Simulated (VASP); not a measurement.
Input of a VASP 6.6.1 run:

INCAR

```
SYSTEM = InPd
ALGO = Normal
EDIFF = 1E-7
ENCUT = 520
ISIF = 2
ISMEAR = -1
LASPH = .TRUE.
LCHARG = .FALSE.
LREAL = .FALSE.
LWAVE = .FALSE.
NBANDS = 18
NELM = 80
PREC = Accurate
SIGMA = 0.15
```

File KPOINTS:

```
k-points
0
G
  9 9 9
  0 0 0
```

POSCAR

```
InPd
1.0
    3.2276649171      0.0000000000      0.0000000000
    0.0000000000      3.2276649171      0.0000000000
    0.0000000000      0.0000000000      3.2276649171
In Pd
1 1
Direct
    0.0000000000      0.0000000000      0.0000000000
    0.5000000000      0.5000000000      0.5000000000
```

Potentials or basis: VASP PAW LDA potentials, release 64 (In_d, Pd).

The run is started by

```bash
$ cat potpaw_LDA.64/In_d/POTCAR potpaw_LDA.64/Pd/POTCAR > POTCAR
$ mpirun -np 1 vasp_std > vasp.out
```

Task: Estimate the pressure.

Result: -1.0 GPa.
